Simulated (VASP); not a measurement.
Crystal: MgS.

```
CELL_PARAMETERS angstrom
0.13218 2.84982 2.84982
2.84982 0.13218 2.84982
2.84982 2.84982 0.13218
ATOMIC_POSITIONS crystal
Mg 0.00442 0.00442 0.00442
S 0.24558 0.24558 0.24558
```

This cell differs from its parent crystal: epitaxial 111 strain -4.0%.

Base run:

```yaml
Program: VASP 6.6.1
Functional: r2SCAN
Potentials_or_basis: VASP PAW PBE potentials, release 64 (Mg, S)
Cutoff: 520 eV
k_mesh: 8 × 8 × 8
Occupations: gaussian, width 0.01 eV
Spin: no spin polarisation
```

Its results: band gap on the k mesh 4.03 eV, indirect (least direct gap 4.12 eV); pressure 3.0 GPa; largest force 0.004 eV/Å.

**Question.** The run is repeated on the same cell with these changes: functional from r2SCAN to PBE; k mesh from 8 × 8 × 8 to 4 × 4 × 4. What comes out?

**Answer.** Band gap on the k mesh 3.44 eV, direct; pressure 4.3 GPa; largest force 0.011 eV/Å.

Several settings changed at once, so the effect can't be laid on one alone.

Caveats: some runs use coarse meshes; the PAW data sets were made with another functional, which shifts forces and pressure a little (some runs).

A k mesh can miss the band edges.
